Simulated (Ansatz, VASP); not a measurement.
## AlCo in VASP and in Ansatz

The input INCAR:

```
  ALGO = Normal
  EDIFF = 1E-7
  EDIFFG = -0.04
  ENCUT = 600
  GGA = PE
  GGA_COMPAT = F
  IBRION = 2
  ISIF = 3
  ISMEAR = 0
  LASPH = T
  LCHARG = F
  LREAL = F
  LWAVE = F
  NELM = 120
  NELMIN = 4
  NSW = 60
  PREC = Accurate
  SIGMA = 0.1
```

Contents of KPOINTS:

```
k-points
0
Gamma
  6 6 6
```

File POSCAR:

```
AlCo
1.0
    2.8194030000      0.0000000000      0.0000000000
    0.0000000000      2.8194030000      0.0000000000
    0.0000000000      0.0000000000      2.8194030000
Al Co
1 1
Direct
    0.0000000000      0.0000000000      0.0000000000
    0.5000000000      0.5000000000      0.5000000000
```

Input for Ansatz:

```yaml
crystal:
  lattice:
    - [2.819403, 0.0, 0.0]
    - [0.0, 2.819403, 0.0]
    - [0.0, 0.0, 2.819403]
  atoms:
    - { symbol: Al, position: [0.0, 0.0, 0.0] }
    - { symbol: Co, position: [0.5, 0.5, 0.5] }
basis:
  ecutwfc: 420
kpoints:
  mp_grid: { grid: [6, 6, 6] }
hamiltonian:
  xc: pbe
scf:
  occupations: { method: gaussian, width: 0.1 }
output:
  forces: true
  stress: true
  eigenvalues: true
relax:
  adjacent_minimum: "off"
  f_tol: 0.04
  max_steps: 40
  cell: { stress_tol: 0.4 }
```

Alike in both runs: task relaxation of cell and atoms; functional PBE; k mesh 6 × 6 × 6; occupations gaussian, width 0.1 eV; no spin polarisation.

|  | VASP | Ansatz |
| --- | --- | --- |
| version | VASP 6.6.1 | Ansatz 0.2.0 |
| potentials or method | VASP PAW PBE potentials, release 64 (Al, Co), cutoff 600 eV | scalar-relativistic, plane waves, PAW |
| valence electrons in the cell | 12 | 20 |

Ansatz gave:

- gap on the k mesh at the Fermi level, each at its own relaxed structure (eV): none
- relaxed volume (Å³/atom): 11.60
- relaxed cell length with the largest relative difference (Å): 2.852

Task: Estimate VASP's values.

Result: gap on the k mesh at the Fermi level, each at its own relaxed structure (eV): none; relaxed volume (Å³/atom): 11.61; relaxed cell length with the largest relative difference (Å): 2.853.

A gap of «none» marks a metal or a gap that the smearing closes. VASP's potentials hold 12 valence electrons a cell and Ansatz's 20, so a difference there can come from the potentials and not from the codes.

The k mesh is coarse, so the values compare programs but aren't converged.
